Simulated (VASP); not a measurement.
# Zn2PdO4 (Fd-3m) in VASP: single point with r2SCAN

Aim: the single point of Zn2PdO4 with r2SCAN.

Everything below comes from runs of VASP 6.6.1. Logs are shortened: lines on timing, memory, paths and dates and some standing lists are left out, and cuts for length are marked.

### Step 1. The cell of the first run

The structure is cubic, space group Fd-3m (No. 227). Conventional cell: a = 8.553 Å, b = 8.553 Å, c = 8.553 Å, α = 90.00°, β = 90.00°, γ = 90.00°. Within 2.7 Å of Zn (site symmetry -3m) lie 6 O at 2.06 Å. Pd (site symmetry -43m) has 4 O at 1.99 Å within 2.6 Å. O (site symmetry 3m) has 1 Pd at 1.99 Å and 3 Zn at 2.06 Å within 2.6 Å.

### Step 2. Single point, r2SCAN

POSCAR

```
Zn2PdO4
1.0
    0.0000000000      4.2763091593      4.2763091593
    4.2763091593      0.0000000000      4.2763091593
    4.2763091593      4.2763091593      0.0000000000
Zn Pd O
4 2 8
Direct
    0.5000000000      0.5000000000      0.5000000000
    0.0000000000      0.5000000000      0.5000000000
    0.5000000000      0.5000000000      0.0000000000
    0.5000000000      0.0000000000      0.5000000000
    0.8750000000      0.8750000000      0.8750000000
    0.1250000000      0.1250000000      0.1250000000
    0.2593942014      0.2593942014      0.2593942014
    0.2781826043      0.7406057986      0.7406057986
    0.2593942014      0.2593942014      0.7218173957
    0.7406057986      0.2781826043      0.7406057986
    0.7218173957      0.2593942014      0.2593942014
    0.7406057986      0.7406057986      0.7406057986
    0.2593942014      0.7218173957      0.2593942014
    0.7406057986      0.7406057986      0.2781826043
```

INCAR.step1

```
SYSTEM = Zn2PdO4
PREC = Accurate ; ENCUT = 520
ISMEAR = -1 ; SIGMA = 0.1
LREAL = .FALSE. ; LASPH = .TRUE.
NELM = 100 ; NBANDS = 71
GGA = PE ; ALGO = Normal
EDIFF = 1E-4 ; LWAVE = .TRUE.
LCHARG = .FALSE.
```

INCAR.step2

```
SYSTEM = Zn2PdO4
PREC = Accurate ; ENCUT = 520
EDIFF = 1E-6 ; ISMEAR = -1
SIGMA = 0.1 ; LREAL = .FALSE.
LASPH = .TRUE. ; NELM = 100
ALGO = Normal ; ISIF = 2
LWAVE = .FALSE. ; LCHARG = .FALSE.
METAGGA = R2SCAN ; LMIXTAU = .TRUE.
NBANDS = 71 ; ISTART = 1
```

KPOINTS

```
Automatic mesh
0
G
  7 7 7
  0 0 0
```

Potentials or basis: VASP PAW PBE potentials, release 64 (Zn, Pd, O).

The run is started by

```
$ cat potpaw_PBE.64/Zn/POTCAR potpaw_PBE.64/Pd/POTCAR potpaw_PBE.64/O/POTCAR > POTCAR
$ cp INCAR.step1 INCAR
$ mpirun -np 1 vasp_std > vasp.out
$ cp INCAR.step2 INCAR
$ mpirun -np 1 vasp_std > vasp.out
```

OUTCAR:

```text
SYSTEM = Zn2PdO4
   PREC = Accurate
   ENCUT = 520
   EDIFF = 1E-6
   ISMEAR = -1
   LREAL = .FALSE.
   LASPH = .TRUE.
   NELM = 100
   ISIF = 2
   METAGGA = R2SCAN
   ISTART = 1

 ion  position               nearest neighbor table
   1  0.500  0.500  0.500-   8 2.06   9 2.06  10 2.06  11 2.06  13 2.06  14 2.06   2 3.02   3 3.02
                             4 3.02   3 3.02   4 3.02   2 3.02
   2  0.000  0.500  0.500-   9 2.06  14 2.06  13 2.06  10 2.06   7 2.06  12 2.06   1 3.02   3 3.02
                             4 3.02   1 3.02   3 3.02   4 3.02
   3  0.500  0.500  0.000-   8 2.06  10 2.06  11 2.06  13 2.06  12 2.06   7 2.06   1 3.02   1 3.02
                             2 3.02   4 3.02   4 3.02   2 3.02
   4  0.500  0.000  0.500-   9 2.06  14 2.06  11 2.06   8 2.06  12 2.06   7 2.06   1 3.02   3 3.02
                             1 3.02   2 3.02   3 3.02   2 3.02
   5  0.875  0.875  0.875-  12 1.99  10 1.99   8 1.99  14 1.99
   6  0.125  0.125  0.125-   7 1.99   9 1.99  11 1.99  13 1.99
   7  0.259  0.259  0.259-   6 1.99   3 2.06   4 2.06   2 2.06
   8  0.278  0.741  0.741-   5 1.99   3 2.06   4 2.06   1 2.06
   9  0.259  0.259  0.722-   6 1.99   4 2.06   2 2.06   1 2.06
  10  0.741  0.278  0.741-   5 1.99   3 2.06   2 2.06   1 2.06
  11  0.722  0.259  0.259-   6 1.99   3 2.06   4 2.06   1 2.06
  12  0.741  0.741  0.741-   5 1.99   3 2.06   4 2.06   2 2.06
  13  0.259  0.722  0.259-   6 1.99   3 2.06   2 2.06   1 2.06
  14  0.741  0.741  0.278-   5 1.99   4 2.06   2 2.06   1 2.06

  LATTYP: Found a face centered cubic cell.
 ALAT       =     8.5526183186

  Lattice vectors:

 A1 = (   0.0000000000,   4.2763091593,   4.2763091593)
 A2 = (   4.2763091593,   0.0000000000,   4.2763091593)
 A3 = (   4.2763091593,   4.2763091593,   0.0000000000)

Analysis of symmetry for initial positions (statically):
=====================================================================
 Subroutine PRICEL returns:
 Original cell was already a primitive cell.

 Routine SETGRP: Setting up the symmetry group for a
 face centered cubic supercell.

 Subroutine GETGRP returns: Found 48 space group operations
 (whereof 12 operations were pure point group operations)
 out of a pool of 48 trial point group operations.

The static configuration has the point symmetry D_3d.
 The point group associated with its full space group is O_h .

Analysis of symmetry for dynamics (positions and initial velocities):
=====================================================================
 Subroutine PRICEL returns:
 Original cell was already a primitive cell.
[... 144 lines left out ...]
   EFERMI_NEDOS =   21; number of points for ismear=-14 and -15
   IALGO  =     38    algorithm
   IMIX   =      4    mixing-type and parameters
     AMIX     =   0.40;   BMIX     =  1.00
     AMIX_MAG =   1.60;   BMIX_MAG =  1.00
  volume/ion in A,a.u.               =      11.17        75.39
  Fermi-wavevector in a.u.,A,eV,Ry     =   1.481887  2.800360 29.878242  2.195989
  Thomas-Fermi vector in A             =   2.595741
   LORBIT       =      0    0 simple, 1 ext, 2 COOP (PROOUT), +10 PAW based schemes
   METAGGA = R2SCAN    functional components
   LHFCALC =     F    Hartree Fock is set to
   AEXX    =    0.0000 exact exchange contribution
   IVDW    =     0    specifies the selected vdW correction
   LEPSILON=     F    determine dielectric tensor
   LRPA    =     F    only Hartree local field effects (RPA)
 non-spin polarized calculation
  energy-cutoff  :      520.00
  volume of cell :      156.40
 maximum number of plane-waves:      4279
 NGX is ok and might be reduce to    48
   NGX = 23   NGY = 23   NGZ = 23

 number of electron     116.0000023 magnetization

 Free energy of the ion-electron system (eV)
  ---------------------------------------------------
  ext. energy  EPLUGINS =         0.00000000
  ---------------------------------------------------
  free energy    TOTEN  =      -140.62109752 eV

  energy without entropy =     -140.34449866  energy(sigma->0) =     -140.48279809

 E-fermi :   3.1126     XC(G=0): -12.2180

 val. band max:        3.1005193989   @ k =   0.4286   0.4286   0.0000
 cond. band min:       3.1455568104   @ k =  -0.4286   0.4286   0.0000
 fundamental gap:      0.0450374115
 Fermi energy:         3.1126257301

 k-point     1 :       0.0000    0.0000    0.0000
  band No.  band energies     occupation
      1     -16.9785      2.00000
      2     -15.9657      2.00000
      3     -15.8206      2.00000
      4     -15.8206      2.00000
      5     -15.8206      2.00000
      6     -15.7120      2.00000
[... 1449 lines left out ...]
     69      13.0512      0.00000
     70      13.3741      0.00000
 [bands above 70 left out]

------------------------ aborting loop because EDIFF is reached ----------------------------------------

  FORCE on cell =-STRESS in cart. coord.  units (eV):
  Direction    XX          YY          ZZ          XY          YZ          ZX
  --------------------------------------------------------------------------------------
  -------------------------------------------------------------------------------------
  Total        0.8559392      0.8559392      0.8559392      0.0000000      0.0000000      0.0000000
  in kB        8.7683169      8.7683169      8.7683169      0.0000000      0.0000000      0.0000000
  external PRESSURE =       8.7683169 kB  Pullay stress =       0.0000000 kB

 VOLUME and BASIS-vectors are now :
 -----------------------------------------------------------------------------
  energy-cutoff  :      520.00
  volume of cell :      156.40
      direct lattice vectors                 reciprocal lattice vectors
     0.000000000  4.276309159  4.276309159    -0.116923258  0.116923258  0.116923258
     4.276309159  0.000000000  4.276309159     0.116923258 -0.116923258  0.116923258
     4.276309159  4.276309159  0.000000000     0.116923258  0.116923258 -0.116923258

 POSITION                                       TOTAL-FORCE (eV/Angst)
 -----------------------------------------------------------------------------------
      4.27631      4.27631      4.27631         0.000000     -0.000000      0.000000
      4.27631      2.13815      2.13815         0.000000      0.000000      0.000000
      2.13815      2.13815      4.27631         0.000000      0.000000      0.000000
      2.13815      4.27631      2.13815         0.000000      0.000000      0.000000
      7.48354      7.48354      7.48354         0.000000      0.000000      0.000000
      1.06908      1.06908      1.06908        -0.000000     -0.000000      0.000000
      2.21850      2.21850      2.21850        -0.020471     -0.020471     -0.020471
      6.33412      4.35665      4.35665         0.020471     -0.020471     -0.020471
      4.19596      4.19596      2.21850         0.020471      0.020471     -0.020471
      4.35665      6.33412      4.35665        -0.020471      0.020471     -0.020471
      2.21850      4.19596      4.19596        -0.020471      0.020471      0.020471
      6.33412      6.33412      6.33412         0.020471      0.020471      0.020471
      4.19596      2.21850      4.19596         0.020471     -0.020471      0.020471
      4.35665      4.35665      6.33412        -0.020471     -0.020471      0.020471
 -----------------------------------------------------------------------------------
    total drift:                                0.000000     -0.000000      0.000000

  FREE ENERGIE OF THE ION-ELECTRON SYSTEM (eV)
  ---------------------------------------------------
  free  energy   TOTEN  =      -140.6210975229 eV

  energy  without entropy=     -140.3444986571  energy(sigma->0) =     -140.48279809
```

Wall time 18 min (1 thread of Intel Xeon Platinum 8259CL at 2.50GHz (Skylake/Cascade Lake), shared host); peak memory 0.47 GiB.

Results:

```
Free energy            : -140.6211 eV
Pressure               : 0.9 GPa
Largest force          : 0.035 eV/Å
Band gap on the k mesh : zero (band 58 reaches 3.57 eV, above the bottom of band 59 at 3.10 eV)
```

Forces on the atoms (eV/Å):
```
Zn   0.000  0.000  0.000
Zn   0.000  0.000  0.000
Zn   0.000  0.000  0.000
Zn   0.000  0.000  0.000
Pd   0.000  0.000  0.000
Pd   0.000  0.000  0.000
O   -0.020 -0.020 -0.020
O    0.020 -0.020 -0.020
O    0.020  0.020 -0.020
O   -0.020  0.020 -0.020
O   -0.020  0.020  0.020
O    0.020  0.020  0.020
O    0.020 -0.020  0.020
O   -0.020 -0.020  0.020
```

Caveat: the PAW data sets were made with another functional, which shifts forces and pressure a little.
